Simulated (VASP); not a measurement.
## InSb: single point with PBEsol

InSb:

```
CELL_PARAMETERS angstrom
0.00000 2.84649 3.21369
2.84649 0.00000 3.21369
2.84649 2.84649 0.00000
ATOMIC_POSITIONS crystal
In 0.00000 0.00000 0.00000
Sb 0.50000 0.50000 0.50000
```

| Item | Value |
| --- | --- |
| Program | VASP 6.6.1 |
| Task | single point |
| Functional | PBEsol |
| Potentials or basis | VASP PAW PBE potentials, release 64 (In_d, Sb) |
| Cutoff | 520 eV |
| k mesh | 14 × 14 × 14 |
| Occupations | gaussian, width 0.15 eV |
| Spin | no spin polarisation |

```json
{
  "Pressure": "5.5 GPa",
  "Band gap on the k mesh": "zero (bands 9 and 10 overlap by 3.01 eV)"
}
```

Stress tensor (GPa, compression positive):
```
 9.63  0.00  0.00
 0.00  9.63  0.00
 0.00  0.00 -2.81
```

Levels at points of the mesh, in eV from the Fermi level:
| k point | band 5 | band 6 | band 7 | band 8 | band 9 | band 10 | band 11 | band 12 | band 13 | band 14 |
| --- | --- | --- | --- | --- | --- | --- | --- | --- | --- | --- |
| (0.00, 0.00, 0.00) | -14.50 | -11.73 | -0.50 | -0.50 | 0.38 | 0.65 | 4.28 | 5.78 | 6.56 | 6.56 |
| (0.50, 0.00, 0.00) | -14.47 | -9.64 | -7.06 | -0.12 | 0.78 | 1.43 | 2.89 | 2.95 | 3.97 | 10.33 |
| (0.50, 0.50, 0.00) | -14.45 | -9.52 | -5.04 | -2.28 | -2.11 | -2.11 | 3.38 | 9.36 | 9.36 | 10.05 |
| (0.50, 0.00, 0.50) | -14.45 | -8.25 | -5.11 | -3.68 | -3.33 | -1.93 | 2.89 | 6.93 | 10.22 | 10.86 |

It took 65 s on 1 thread of Intel(R) Xeon(R) 6975P-C (Granite Rapids) (shared host), peak memory 0.34 GiB.

Caveat: the stress differs along the axes, from -3 to 10 GPa; the PAW data sets were made with another functional, which shifts forces and pressure a little; spin-orbit coupling is left out, which moves the levels of the heavy elements.
